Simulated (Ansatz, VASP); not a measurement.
## HfO2: VASP beside Ansatz

POSCAR

```
HfO2
1.0
    0.0142898801      2.5291823194      2.5291823194
    2.5291823194      0.0142898801      2.5291823194
    2.5434721995      2.5434721995      0.0000000000
Hf O
1 2
Direct
    0.0000000000      0.0000000000      0.0000000000
    0.2491943723      0.2491943723      0.2508056277
    0.7508056277      0.7508056277      0.7491943723
```

File INCAR.step1:

```
  PREC = Accurate
  ENCUT = 520
  ISMEAR = 0
  SIGMA = 0.01
  LREAL = F
  LASPH = T
  NELM = 80
  NBANDS = 18
  GGA = PE
  ALGO = Normal
  EDIFF = 1E-4
  LWAVE = T
  LCHARG = F
```

Contents of INCAR.step2:

```
  PREC = Accurate
  ENCUT = 520
  EDIFF = 1E-6
  ISMEAR = 0
  SIGMA = 0.01
  LREAL = F
  LASPH = T
  NELM = 80
  ALGO = Normal
  ISIF = 2
  LWAVE = F
  LCHARG = F
  METAGGA = R2SCAN
  LMIXTAU = T
  NBANDS = 18
  ISTART = 1
```

The input KPOINTS:

```
regular mesh
0
Gamma
  8 8 8
```

Input for Ansatz:

```yaml
crystal:
  lattice:
    - [0.0142898801, 2.5291823194, 2.5291823194]
    - [2.5291823194, 0.0142898801, 2.5291823194]
    - [2.5434721995, 2.5434721995, 0.0]
  atoms:
    - { symbol: Hf, position: [0.0, 0.0, 0.0] }
    - { symbol: O, position: [0.2491943723, 0.2491943723, 0.2508056277] }
    - { symbol: O, position: [0.7508056277, 0.7508056277, 0.7491943723] }
kpoints:
  mp_grid: { grid: [8, 8, 8] }
  band_path:
    path:
      - [0.0, 0.0, 0.0]
      - [0.5, 0.0, 0.5]
      - [0.625, 0.25, 0.625]
      - [0.375, 0.375, 0.75]
      - [0.5, 0.5, 0.5]
      - [0.5, 0.25, 0.75]
    npoints: 1
hamiltonian:
  xc: r2scan
scf:
  occupations: { method: fixed }
  n_extra_bands: 4
output:
  forces: true
  stress: true
  eigenvalues: true
```

Change from the starting cell: shear_xy strain +1.1%.

Alike in both runs: task single point; functional r2SCAN; k mesh 8 × 8 × 8; no spin polarisation.

|  | VASP | Ansatz |
| --- | --- | --- |
| version | VASP 6.6.1 | Ansatz 0.2.0 |
| potentials or method | VASP PAW PBE potentials, release 64 (Hf_pv, O) | plane waves, PAW |
| plane-wave cutoff (eV) | 520 | 500 |
| occupations | gaussian, width 0.01 eV | fixed |
| valence electrons in the cell | 22 | 38 |

|  | VASP | Ansatz | Ansatz less VASP |
| --- | --- | --- | --- |
| gap on the k mesh at the Fermi level (eV) | 4.32 | 4.30 | -0.012 |
| pressure (GPa) | -3.9 | 0.0 | +3.97 |
| traceless stress, the component that is largest in VASP (GPa) | -0.80 | -0.84 | -0.044 |
| rms of the force components (eV/Å) | 0.003 | 0.000 | -0.0032 |

VASP's potentials were made for PBE, not for r2SCAN. Atom by atom the forces differ by 0.003 eV/Å (rms over components). VASP's potentials hold 22 valence electrons a cell and Ansatz's 38, so a difference there can come from the potentials and not from the codes.

Neither program's run includes spin-orbit coupling.
